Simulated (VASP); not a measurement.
# Al12H in VASP: a series of runs, part 2 of 2

VASP 6.6.1. The steps go on from the part before.

**4. Single point, PBE, collinear spin**

File INCAR:

```
SYSTEM = Al12H
PREC = Accurate
ENCUT = 520
EDIFF = 1E-6
ISMEAR = 0
SIGMA = 0.1
LREAL = .FALSE.
LASPH = .TRUE.
NELM = 150
ALGO = Normal
ISIF = 2
LWAVE = .FALSE.
LCHARG = .FALSE.
ISPIN = 2
MAGMOM = 0 0 0 0 0 0 0 0 0 0 0 0 1
LORBIT = 11
LDIPOL = .TRUE.
IDIPOL = 3
DIPOL = 0.5 0.5 0.309
GGA = PE
NBANDS = 34
```

File KPOINTS:

```
regular mesh
0
G
  6 6 1
  0 0 0
```

File POSCAR:

```
Al12H
1.0
    5.7143028096      0.0000000000      0.0000000000
   -2.8571514048      4.9487313980      0.0000000000
    0.0000000000      0.0000000000     21.6016424764
Al H
12 1
Direct
    0.3333333333      0.1666666667      0.1851711047
    0.3333333333      0.6666666667      0.1851711047
    0.8333333333      0.1666666667      0.1851711047
    0.8333333333      0.6666666667      0.1851711047
    0.1666666667      0.3333333333      0.2916873740
    0.1666666667      0.8333333333      0.2916873740
    0.6666666667      0.3333333333      0.2916873740
    0.6666666667      0.8333333333      0.2916873740
    0.0000000000      0.0000000000      0.3981939098
    0.0000000000      0.5000000000      0.3981939098
    0.5000000000      0.0000000000      0.3981939098
    0.5000000000      0.5000000000      0.3981939098
    0.0555555556     -0.0555555556      0.5171663446
```

Potentials or basis: VASP PAW PBE potentials, release 64 (Al, H).

Started as:

```console
> cat potpaw_PBE.64/Al/POTCAR potpaw_PBE.64/H/POTCAR > POTCAR
> mpirun -np 1 vasp_std > vasp.out
```

OUTCAR:

```text
SYSTEM = Al12H
   PREC = Accurate
   ENCUT = 520
   EDIFF = 1E-6
   ISMEAR = 0
   LREAL = .FALSE.
   LASPH = .TRUE.
   NELM = 150
   ISIF = 2
   ISPIN = 2
   LORBIT = 11
   GGA = PE

 ion  position               nearest neighbor table
   1  0.333  0.167  0.185-   5 2.83   6 2.83   7 2.83   4 2.86   2 2.86   2 2.86   4 2.86   3 2.86
                             3 2.86
   2  0.333  0.667  0.185-   6 2.83   5 2.83   8 2.83   3 2.86   1 2.86   1 2.86   3 2.86   4 2.86
                             4 2.86
   3  0.833  0.167  0.185-   7 2.83   8 2.83   5 2.83   4 2.86   2 2.86   4 2.86   2 2.86   1 2.86
                             1 2.86
   4  0.833  0.667  0.185-   8 2.83   7 2.83   6 2.83   3 2.86   1 2.86   3 2.86   1 2.86   2 2.86
                             2 2.86
   5  0.167  0.333  0.292-   9 2.83  12 2.83  10 2.83   1 2.83   2 2.83   3 2.83   8 2.86   6 2.86
                             6 2.86   8 2.86   7 2.86   7 2.86
   6  0.167  0.833  0.292-  10 2.83  11 2.83   9 2.83   2 2.83   1 2.83   4 2.83   7 2.86   5 2.86
                             5 2.86   7 2.86   8 2.86   8 2.86
   7  0.667  0.333  0.292-  11 2.83  10 2.83  12 2.83   3 2.83   4 2.83   1 2.83   8 2.86   6 2.86
                             8 2.86   6 2.86   5 2.86   5 2.86
   8  0.667  0.833  0.292-  12 2.83   9 2.83  11 2.83   4 2.83   3 2.83   2 2.83   7 2.86   5 2.86
                             7 2.86   5 2.86   6 2.86   6 2.86
   9  0.000  0.000  0.398-   5 2.83   8 2.83   6 2.83  10 2.86  12 2.86  10 2.86  12 2.86  11 2.86
                            11 2.86
  10  0.000  0.500  0.398-   6 2.83   7 2.83   5 2.83   9 2.86  11 2.86   9 2.86  11 2.86  12 2.86
                            12 2.86
  11  0.500  0.000  0.398-   7 2.83   6 2.83   8 2.83  10 2.86  12 2.86  12 2.86  10 2.86   9 2.86
                             9 2.86
  12  0.500  0.500  0.398-   8 2.83   5 2.83   7 2.83   9 2.86  11 2.86  11 2.86   9 2.86  10 2.86
                            10 2.86
  13  0.056  0.944  0.517-

  LATTYP: Found a hexagonal cell.
 ALAT       =     5.7143028096
 C/A-ratio  =     3.7802761240

  Lattice vectors:

 A1 = (   5.7143028096,   0.0000000000,   0.0000000000)
 A2 = (  -2.8571514048,   4.9487313980,   0.0000000000)
 A3 = (   0.0000000000,   0.0000000000,  21.6016424764)

Analysis of symmetry for initial positions (statically):
=====================================================================
 Subroutine PRICEL returns:
 Original cell was already a primitive cell.

 Routine SETGRP: Setting up the symmetry group for a
 hexagonal supercell.

 Subroutine GETGRP returns: Found  2 space group operations
 (whereof  2 operations were pure point group operations)
 out of a pool of 24 trial point group operations.

The static configuration has the point symmetry C_1h.

Analysis of symmetry for dynamics (positions and initial velocities):
=====================================================================
 Subroutine PRICEL returns:
 Original cell was already a primitive cell.

 Routine SETGRP: Setting up the symmetry group for a
 hexagonal supercell.

 Subroutine GETGRP returns: Found  2 space group operations
 (whereof  2 operations were pure point group operations)
 out of a pool of 24 trial point group operations.

The dynamic configuration has the point symmetry C_1h.

Analysis of structural, dynamic, and magnetic symmetry:
=====================================================================
 Subroutine PRICEL returns:
 Original cell was already a primitive cell.

 Routine SETGRP: Setting up the symmetry group for a
 hexagonal supercell.

[... 156 lines left out ...]
 dipolmoment           0.000000      0.000000      0.218482 electrons x Angstroem

 Free energy of the ion-electron system (eV)
  ---------------------------------------------------
  ext. energy  EPLUGINS =         0.00000000
  ---------------------------------------------------
  free energy    TOTEN  =       -43.64006911 eV

  energy without entropy =      -43.60743279  energy(sigma->0) =      -43.62375095

 E-fermi :  -0.4912     XC(G=0):  -4.2832

 val. band max:       -0.5006265751   @ k =   0.0000   0.0000   0.0000
 cond. band min:      -0.4841812308   @ k =  -0.3333   0.3333   0.0000
 fundamental gap:      0.0164453443
 Fermi energy:        -0.4912213853

 spin component 1

 k-point     1 :       0.0000    0.0000    0.0000
  band No.  band energies     occupation
      1     -11.0685      1.00000
      2      -9.3446      1.00000
      3      -6.6306      1.00000
      4      -5.2100      1.00000
      5      -5.1956      1.00000
      6      -5.1879      1.00000
[... 418 lines left out ...]
     29       2.8837      0.00000
     30       2.8876      0.00000
 Fermi energy:        -0.4912213853

 spin component 2

 k-point     1 :       0.0000    0.0000    0.0000
  band No.  band energies     occupation
      1     -11.0713      1.00000
      2      -9.3490      1.00000
      3      -6.6363      1.00000
      4      -5.2033      1.00000
      5      -5.1972      1.00000
      6      -5.1936      1.00000
[... 418 lines left out ...]
     29       2.8794      0.00000
     30       2.8873      0.00000
 [bands above 30 left out]

------------------------ aborting loop because EDIFF is reached ----------------------------------------

 vacuum level on the upper side and lower side of the slab       (xc-potential included)         0.674        -0.687

  FORCE on cell =-STRESS in cart. coord.  units (eV):
  Direction    XX          YY          ZZ          XY          YZ          ZX
  --------------------------------------------------------------------------------------
  -------------------------------------------------------------------------------------
  Total       -3.5734249     -3.5253847     -1.8697989      0.0416040      0.2286988     -0.3961180
  in kB       -9.3724113     -9.2464111     -4.9041254      0.1091194      0.5998334     -1.0389420
  external PRESSURE =      -7.8409826 kB  Pullay stress =       0.0000000 kB

 VOLUME and BASIS-vectors are now :
 -----------------------------------------------------------------------------
  energy-cutoff  :      520.00
  volume of cell :      610.86
      direct lattice vectors                 reciprocal lattice vectors
     5.714302810  0.000000000  0.000000000     0.174999476  0.101035995  0.000000000
    -2.857151405  4.948731398  0.000000000     0.000000000  0.202071990  0.000000000
     0.000000000  0.000000000 21.601642476     0.000000000  0.000000000  0.046292776

 POSITION                                       TOTAL-FORCE (eV/Angst)
 -----------------------------------------------------------------------------------
      1.42858      0.82479      4.00000         0.035578      0.046207     -0.052197
     -0.00000      3.29915      4.00000         0.025270     -0.014590     -0.038927
      4.28573      0.82479      4.00000        -0.036274      0.020943     -0.077319
      2.85715      3.29915      4.00000        -0.022227     -0.053915     -0.052197
      0.00000      1.64958      6.30093        -0.013076      0.093065     -0.012274
     -1.42858      4.12394      6.30093         0.075457     -0.043565      0.067091
      2.85715      1.64958      6.30093         0.031856     -0.018392     -0.058778
      1.42858      4.12394      6.30093        -0.087134     -0.035208     -0.012274
      0.00000      0.00000      8.60164         0.140095     -0.080884      1.274515
     -1.42858      2.47437      8.60164        -0.009140     -0.007592      0.049197
      2.85715      0.00000      8.60164         0.002005      0.011712      0.049197
      1.42858      2.47437      8.60164         0.001144     -0.000661     -0.003130
     -2.38096      4.67380     11.17164        -0.143553      0.082881     -1.132904
 -----------------------------------------------------------------------------------
    total drift:                               -0.000028      0.000016     -0.000094

  FREE ENERGIE OF THE ION-ELECTRON SYSTEM (eV)
  ---------------------------------------------------
  free  energy   TOTEN  =       -43.6400691121 eV

  energy  without entropy=      -43.6074327949  energy(sigma->0) =      -43.62375095

 vacuum level on the upper side and lower side of the slab         4.903         3.495

 total charge

# of ion       s       p       d       tot
------------------------------------------
    1        0.452   0.311   0.000   0.763
    2        0.448   0.314   0.000   0.762
    3        0.451   0.313   0.000   0.764
    4        0.452   0.311   0.000   0.763
    5        0.434   0.343   0.000   0.777
    6        0.432   0.341   0.000   0.774
    7        0.433   0.346   0.000   0.779
    8        0.434   0.343   0.000   0.777
    9        0.431   0.311   0.000   0.741
   10        0.454   0.307   0.000   0.760
   11        0.454   0.307   0.000   0.760
   12        0.455   0.308   0.000   0.762
   13        0.397   0.001   0.000   0.398
--------------------------------------------------
tot          5.726   3.853   0.000   9.580

 magnetization (x)

# of ion       s       p       d       tot
------------------------------------------
    1       -0.001   0.001   0.000  -0.001
    2       -0.000  -0.000   0.000  -0.000
    3       -0.001  -0.001   0.000  -0.002
    4       -0.001   0.001   0.000  -0.001
    5       -0.001  -0.000   0.000  -0.001
    6        0.000  -0.001   0.000  -0.000
    7       -0.003  -0.001   0.000  -0.004
    8       -0.001  -0.000   0.000  -0.001
    9       -0.001  -0.011   0.000  -0.013
   10       -0.001   0.001   0.000   0.000
   11       -0.001   0.001   0.000   0.000
   12       -0.002   0.002   0.000   0.000
   13        0.182  -0.000   0.000   0.182
--------------------------------------------------
tot          0.168  -0.009   0.000   0.159
```

It took 29 min on 1 thread of Oxide Virtual Turin-like, shared host; peak memory 1 GiB.

Results:

| Quantity | Value |
| --- | --- |
| Free energy | -43.6401 eV |
| Largest force | 1.285 eV/Å |
| Net moment | 0.37 μB per cell |
| Site moments | Al -0.00, -0.01, +0.00 (each value once); H +0.18 μB |
| Valence electrons inside the program's atomic spheres | Al 0.76, 0.78, 0.77, 0.74 (each value once); H 0.40 |

Forces in eV/Å, atoms in the order of the input:
```
Al   0.036  0.046 -0.052
Al   0.025 -0.015 -0.039
Al  -0.036  0.021 -0.077
Al  -0.022 -0.054 -0.052
Al  -0.013  0.093 -0.012
Al   0.075 -0.044  0.067
Al   0.032 -0.018 -0.059
Al  -0.087 -0.035 -0.012
Al   0.140 -0.081  1.275
Al  -0.009 -0.008  0.049
Al   0.002  0.012  0.049
Al   0.001 -0.001 -0.003
H   -0.144  0.083 -1.133
```

Levels at points of the mesh, in eV from the Fermi level:
Spin up:
| k point | band 16 | band 17 | band 18 | band 19 | band 20 | band 21 | band 22 | band 23 |
| --- | --- | --- | --- | --- | --- | --- | --- | --- |
| (0.00, 0.00, 0.00) | -2.72 | -1.44 | -0.35 | -0.34 | -0.27 | -0.11 | -0.11 | -0.01 |
| (0.50, 0.00, 0.00) | -0.50 | -0.49 | -0.21 | -0.17 | 0.96 | 0.98 | 1.38 | 1.43 |
| (0.50, 0.50, 0.00) | -0.50 | -0.50 | -0.21 | -0.19 | 0.96 | 0.97 | 1.38 | 1.44 |
Spin down:
```csv
k point,band 16,band 17,band 18,band 19,band 20,band 21
"(0.00, 0.00, 0.00)",-2.72,-0.68,-0.35,-0.35,-0.22,-0.12
"(0.50, 0.00, 0.00)",-0.50,-0.26,-0.22,0.27,0.95,0.99
"(0.50, 0.50, 0.00)",-0.50,-0.24,-0.22,0.24,0.95,0.97
```

**5. Overview**

```tsv
cell	gap on the mesh (eV)	moment (μB)	largest force (eV/Å)
as given, atomic positions A	none	0.00	1.70
as given, atomic positions B	none	0.00	1.35
as given, atomic positions C	none	0.37	1.28
```

Alike in all rows: task single point; level PBE; potentials or basis VASP PAW PBE potentials, release 64 (Al, H); spin collinear; k mesh 6 × 6 × 1; cutoff (eV) 520; smearing gaussian 0.1 eV.

Absolute energies hang on the potentials; compare differences alone.
